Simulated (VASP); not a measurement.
# AlN (Cmcm) in VASP: further runs

Runs on AlN. Level: LDA. Tasks: single point.

Everything below comes from runs of VASP 6.6.1. Logs are shortened: lines on timing, memory, paths and dates and some standing lists are left out, and cuts for length are marked.

**1. The cell of the first run**

Symmetry: Cmcm, No. 63, orthorhombic system. The conventional cell has a = 4.078 Å, b = 4.078 Å, c = 4.078 Å, α = 90.00°, β = 90.00°, γ = 90.00°. Al (site symmetry m2m) has 6 N at 2.03 to 2.05 Å within 2.7 Å. Within 2.7 Å of N (site symmetry m2m) lie 6 Al at 2.03 to 2.05 Å.

**2. Single point, LDA**

File INCAR:

```
SYSTEM = AlN
  PREC = Accurate
  ENCUT = 520
  EDIFF = 1E-6
  ISMEAR = 0
  SIGMA = 0.05
  LREAL = .FALSE.
  LASPH = .TRUE.
  NELM = 100
  ALGO = Normal
  ISIF = 2
  LWAVE = .FALSE.
  LCHARG = .FALSE.
  NBANDS = 16
```

File KPOINTS:

```
Automatic mesh
0
G
  8 8 6
  0 0 0
```

File POSCAR:

```
AlN
1.0
    0.0000000000     -2.0390123106     -2.0390123106
    0.0000000000      2.0390123106     -2.0390123106
    4.0780246211      0.0000000000      0.0000000000
Al N
2 2
Direct
    0.5055845862      0.4944154138      0.0000000000
   -0.0055845862      0.0055845862      0.5000000000
    0.4977127899      0.5022872101      0.5000000000
    0.0022872101      0.9977127899      0.0000000000
```

Potentials or basis: VASP PAW LDA potentials, release 64 (Al, N).

The run is started by

```sh
> cat potpaw_LDA.64/Al/POTCAR potpaw_LDA.64/N/POTCAR > POTCAR
> mpirun -np 1 vasp_std > vasp.out
```

OUTCAR:

```text
SYSTEM = AlN
   PREC = Accurate
   ENCUT = 520
   EDIFF = 1E-6
   ISMEAR = 0
   LREAL = .FALSE.
   LASPH = .TRUE.
   NELM = 100
   ISIF = 2

 ion  position               nearest neighbor table
   1  0.506  0.494  0.000-   4 2.03   4 2.04   4 2.04   3 2.04   3 2.04   4 2.05   2 2.85   2 2.85
                             2 2.88   2 2.88   2 2.88   2 2.88   2 2.92   2 2.92
   2  0.994  0.006  0.500-   3 2.03   3 2.04   3 2.04   4 2.04   4 2.04   3 2.05   1 2.85   1 2.85
                             1 2.88   1 2.88   1 2.88   1 2.88   1 2.92   1 2.92
   3  0.498  0.502  0.500-   2 2.03   2 2.04   2 2.04   1 2.04   1 2.04   2 2.05
   4  0.002  0.998  0.000-   1 2.03   1 2.04   1 2.04   2 2.04   2 2.04   1 2.05

  LATTYP: Found a simple tetragonal cell.
 ALAT       =     2.8835988635
 C/A-ratio  =     1.4142135623

  Lattice vectors:

 A1 = (   0.0000000000,  -2.0390123106,  -2.0390123106)
 A2 = (   0.0000000000,   2.0390123106,  -2.0390123106)
 A3 = (   4.0780246211,   0.0000000000,   0.0000000000)

Analysis of symmetry for initial positions (statically):
=====================================================================
 Subroutine PRICEL returns:
 Original cell was already a primitive cell.

 Routine SETGRP: Setting up the symmetry group for a
 simple tetragonal supercell.

 Subroutine GETGRP returns: Found  8 space group operations
 (whereof  4 operations were pure point group operations)
 out of a pool of 16 trial point group operations.

The static configuration has the point symmetry C_2v.
 The point group associated with its full space group is D_2h.

Analysis of symmetry for dynamics (positions and initial velocities):
=====================================================================
 Subroutine PRICEL returns:
 Original cell was already a primitive cell.

 Routine SETGRP: Setting up the symmetry group for a
 simple tetragonal supercell.

 Subroutine GETGRP returns: Found  8 space group operations
 (whereof  4 operations were pure point group operations)
 out of a pool of 16 trial point group operations.

The dynamic configuration has the point symmetry C_2v.
 The point group associated with its full space group is D_2h.

 Subroutine INISYM returns: Found  8 space group operations
 (whereof  4 operations are pure point group operations),
 and found     1 'primitive' translations

----------------------------------------------------------------------------------------

                                     Primitive cell

  volume of cell :      33.9094

  direct lattice vectors                    reciprocal lattice vectors
     0.000000000 -2.039012311 -2.039012311     0.000000000 -0.245216764 -0.245216764
     0.000000000  2.039012311 -2.039012311     0.000000000  0.245216764 -0.245216764
     4.078024621  0.000000000  0.000000000     0.245216764  0.000000000  0.000000000

  length of vectors
     2.883598863  2.883598863  4.078024621     0.346788873  0.346788873  0.245216764

  position of ions in fractional coordinates (direct lattice)
     0.505584586  0.494415414  0.000000000
     0.994415414  0.005584586  0.500000000
     0.497712790  0.502287210  0.500000000
     0.002287210  0.997712790  0.000000000

  ion indices of the primitive-cell ions
   primitive index   ion index
                 1           1
                 2           2
                 3           3
                 4           4

----------------------------------------------------------------------------------------

 KPOINTS: Automatic mesh

Automatic generation of k-mesh.
 Grid dimensions read from file:
 generate k-points for:    8    8    6

 Generating k-lattice:

  Cartesian coordinates                     Fractional coordinates (reciprocal lattice)
     0.000000000 -0.030652095 -0.030652095     0.125000000  0.000000000  0.000000000
     0.000000000  0.030652095 -0.030652095     0.000000000  0.125000000  0.000000000
     0.040869461  0.000000000  0.000000000     0.000000000  0.000000000  0.166666667

  Length of vectors
     0.043348609  0.043348609  0.040869461

  Shift w.r.t. Gamma in fractional coordinates (k-lattice)
     0.000000000  0.000000000  0.000000000

 Subroutine IBZKPT returns following result:
 ===========================================

 Found     84 irreducible k-points:

 Following reciprocal coordinates:
            Coordinates               Weight
  0.000000  0.000000  0.000000      1.000000
  0.125000  0.000000  0.000000      4.000000
  0.250000  0.000000  0.000000      4.000000
  0.375000  0.000000  0.000000      4.000000
  0.500000  0.000000  0.000000      2.000000
  0.125000  0.125000  0.000000      2.000000
[... 16 lines left out ...]
  0.125000  0.000000  0.166667      8.000000
  0.250000  0.000000  0.166667      8.000000
 [... further k-points ...]
   k-points           NKPTS =     84   k-points in BZ     NKDIM =     84   number of bands    NBANDS=     16
   number of dos      NEDOS =    301   number of ions     NIONS =      4
   total plane-waves  NPLWV =  17280
   dimension x,y,z NGX =    24 NGY =   24 NGZ =   30
   dimension x,y,z NGXF=    48 NGYF=   48 NGZF=   60
   ions per type =               2   2
   NGX,Y,Z   is equivalent  to a cutoff of  13.84, 13.84, 12.23 a.u.
   NGXF,Y,Z  is equivalent  to a cutoff of  27.67, 27.67, 24.46 a.u.
 SYSTEM =  AlN
   PREC   = accura    normal or accurate (medium, high low for compatibility)
   ISTART =      0    job   : 0-new  1-cont  2-samecut
   ICHARG =      2    charge: 1-file 2-atom 10-const
   ISPIN  =      1    spin polarized calculation?
   LNONCOLLINEAR =      F non collinear calculations
   LSORBIT =      F    spin-orbit coupling
   LASPH  =      T    aspherical Exc in radial PAW
   ENCUT  =  520.0 eV  38.22 Ry    6.18 a.u.   5.36  5.36  7.58*2*pi/ulx,y,z
   NELM   =    100;   NELMIN=  2; NELMDL= -5     # of ELM steps
   EDIFF  = 0.1E-05   stopping-criterion for ELM
   LREAL  =      F    real-space projection
   EDIFFG = 0.1E-04   stopping-criterion for IOM
   NSW    =      0    number of steps for IOM
   IBRION =     -1    ionic relax: 0-MD 1-quasi-New 2-CG
   NFREE  =      0    steps in history (QN), initial steepest desc. (CG)
   ISIF   =      2    stress and relaxation
   ISYM   =      2    0-nonsym 1-usesym 2-fastsym
   POTIM  = 0.5000    time-step for ionic-motion
   TEBEG  =    0.0;   TEEND  =   0.0 temperature during run
   PSTRESS=    0.0 pullay stress
   NELECT =      16.0000    total number of electrons
   NUPDOWN=      -1.0000    fix difference up-down
   EMIN   =  10.00;   EMAX   =-10.00  energy-range for DOS
   EFERMI =   0.00;   METHOD = LEGACY
   ISMEAR =     0;   SIGMA  =   0.05  broadening in eV -4-tet -1-fermi 0-gaus
   EFERMI_NEDOS =   21; number of points for ismear=-14 and -15
   IALGO  =     38    algorithm
   IMIX   =      4    mixing-type and parameters
     AMIX     =   0.40;   BMIX     =  1.00
     AMIX_MAG =   1.60;   BMIX_MAG =  1.00
  volume/ion in A,a.u.               =       8.48        57.21
  Fermi-wavevector in a.u.,A,eV,Ry     =   1.274505  2.408466 22.100811  1.624364
  Thomas-Fermi vector in A             =   2.407270
   LORBIT       =      0    0 simple, 1 ext, 2 COOP (PROOUT), +10 PAW based schemes
   GGA     = CA    functional components
   LHFCALC =     F    Hartree Fock is set to
   AEXX    =    0.0000 exact exchange contribution
   IVDW    =     0    specifies the selected vdW correction
   LEPSILON=     F    determine dielectric tensor
   LRPA    =     F    only Hartree local field effects (RPA)
 non-spin polarized calculation
 Gauss-broadening in eV      SIGMA  =   0.05
  energy-cutoff  :      520.00
  volume of cell :       33.91
 maximum number of plane-waves:       928
 NGX is ok and might be reduce to    24
   NGX = 11   NGY = 11   NGZ = 15

 number of electron      15.9999999 magnetization

 Free energy of the ion-electron system (eV)
  ---------------------------------------------------
  ext. energy  EPLUGINS =         0.00000000
  ---------------------------------------------------
  free energy    TOTEN  =       -32.39572962 eV

  energy without entropy =      -32.39572962  energy(sigma->0) =      -32.39572962

 E-fermi :   9.6007     XC(G=0): -12.4541

 val. band max:        9.3815160970   @ k =   0.0000   0.0000   0.0000
 cond. band min:      13.5955062001   @ k =   0.5000   0.5000   0.0000
 fundamental gap:      4.2139901031
 Fermi energy:         9.6006713301

 k-point     1 :       0.0000    0.0000    0.0000
  band No.  band energies     occupation
      1      -7.7956      2.00000
      2      -3.5818      2.00000
      3       2.1393      2.00000
      4       6.6334      2.00000
      5       6.6338      2.00000
      6       9.3786      2.00000
[... 8 lines left out ...]
     15      22.9891      0.00000
     16      25.9722      0.00000

 k-point     2 :       0.1250    0.0000    0.0000
  band No.  band energies     occupation
      1      -7.5848      2.00000
      2      -3.5445      2.00000
      3       2.3528      2.00000
      4       5.6219      2.00000
      5       6.7634      2.00000
      6       8.4352      2.00000
[... 8 lines left out ...]
     15      22.6689      0.00000
     16      24.4718      0.00000

 k-point     3 :       0.2500    0.0000    0.0000
  band No.  band energies     occupation
      1      -6.9711      2.00000
      2      -3.5604      2.00000
      3       2.9835      2.00000
      4       3.9987      2.00000
      5       6.5992      2.00000
      6       7.1341      2.00000
[... 8 lines left out ...]
     15      22.4559      0.00000
     16      22.5555      0.00000

 k-point     4 :       0.3750    0.0000    0.0000
  band No.  band energies     occupation
      1      -6.0232      2.00000
      2      -3.9711      2.00000
      3       3.1664      2.00000
      4       3.9981      2.00000
      5       4.8205      2.00000
      6       6.7984      2.00000
[... 8 lines left out ...]
     15      21.5334      0.00000
     16      22.2012      0.00000
[... 324 lines left out ...]
 k-point    22 :       0.0000    0.0000    0.1667
  band No.  band energies     occupation
      1      -7.6081      2.00000
      2      -4.0757      2.00000
      3       2.7236      2.00000
      4       6.7715      2.00000
      5       6.7719      2.00000
      6       8.7126      2.00000
[... 8 lines left out ...]
     15      22.5003      0.00000
     16      23.9734      0.00000

 k-point    23 :       0.1250    0.0000    0.1667
  band No.  band energies     occupation
      1      -7.4000      2.00000
      2      -3.9948      2.00000
      3       2.7974      2.00000
      4       5.8924      2.00000
      5       6.8958      2.00000
      6       7.6153      2.00000
[... 8 lines left out ...]
     15      22.1098      0.00000
     16      24.2461      0.00000

 k-point    24 :       0.2500    0.0000    0.1667
  band No.  band energies     occupation
      1      -6.7966      2.00000
      2      -3.8668      2.00000
      3       2.6796      2.00000
      4       4.8998      2.00000
      5       5.7544      2.00000
      6       7.2474      2.00000
[... 8 lines left out ...]
     15      21.5640      0.00000
     16      23.1394      0.00000

 [... further k-points ...]
[... 5 lines left out ...]
  --------------------------------------------------------------------------------------
  -------------------------------------------------------------------------------------
  Total       -2.5269899     -2.5187904     -2.5448380      0.0000000      0.0000000      0.0000000
  in kB     -119.3973113   -119.0098963   -120.2406165      0.0000000      0.0000000      0.0000000
  external PRESSURE =    -119.5492747 kB  Pullay stress =       0.0000000 kB

 VOLUME and BASIS-vectors are now :
 -----------------------------------------------------------------------------
  energy-cutoff  :      520.00
  volume of cell :       33.91
      direct lattice vectors                 reciprocal lattice vectors
     0.000000000 -2.039012311 -2.039012311     0.000000000 -0.245216764 -0.245216764
     0.000000000  2.039012311 -2.039012311     0.000000000  0.245216764 -0.245216764
     4.078024621  0.000000000  0.000000000     0.245216764  0.000000000  0.000000000

 POSITION                                       TOTAL-FORCE (eV/Angst)
 -----------------------------------------------------------------------------------
      0.00000     -0.02277     -2.03901         0.000000      0.218850      0.000000
      2.03901     -2.01624     -2.03901         0.000000     -0.218850      0.000000
      2.03901      0.00933     -2.03901         0.000000     -0.068443      0.000000
      0.00000      2.02969     -2.03901         0.000000      0.068443      0.000000
 -----------------------------------------------------------------------------------
    total drift:                               -0.000000      0.000000     -0.000000

  FREE ENERGIE OF THE ION-ELECTRON SYSTEM (eV)
  ---------------------------------------------------
  free  energy   TOTEN  =       -32.3957296171 eV

  energy  without entropy=      -32.3957296171  energy(sigma->0) =      -32.39572962
```

It took 11 s on 1 thread of Intel Xeon 6975P-C (Granite Rapids), shared host; peak memory 0.15 GiB.

What came out:

```yaml
Free_energy: -32.3957 eV
Pressure: -12.0 GPa
Largest_force: 0.219 eV/Å
Band_gap_on_the_k_mesh: 4.21 eV
```

Forces in eV/Å, atoms in the order of the input:
```
Al   0.000  0.219  0.000
Al   0.000 -0.219  0.000
N    0.000 -0.068  0.000
N    0.000  0.068  0.000
```

Levels at points of the mesh, in eV from the valence-band top:
| k point | band 6 | band 7 | band 8 | band 9 | band 10 | band 11 |
| --- | --- | --- | --- | --- | --- | --- |
| (0.00, 0.00, 0.00) | 0.00 | 0.00 | 0.00 | 4.22 | 5.24 | 5.40 |
| (0.50, 0.00, 0.00) | -4.06 | -1.10 | -1.08 | 8.03 | 8.12 | 10.07 |
| (0.50, 0.50, 0.00) | -2.75 | -2.75 | -2.75 | 4.21 | 4.22 | 5.24 |
| (0.00, 0.00, 0.50) | -1.60 | -1.60 | -1.60 | 7.33 | 7.33 | 7.37 |
| (0.50, 0.00, 0.50) | -1.03 | -1.03 | -1.03 | 5.96 | 5.96 | 10.60 |
| (0.50, 0.50, 0.50) | -5.59 | -3.88 | -3.88 | 7.67 | 7.67 | 10.47 |

A k mesh can miss the band edges.

(Part 1 of 2 ends here.)
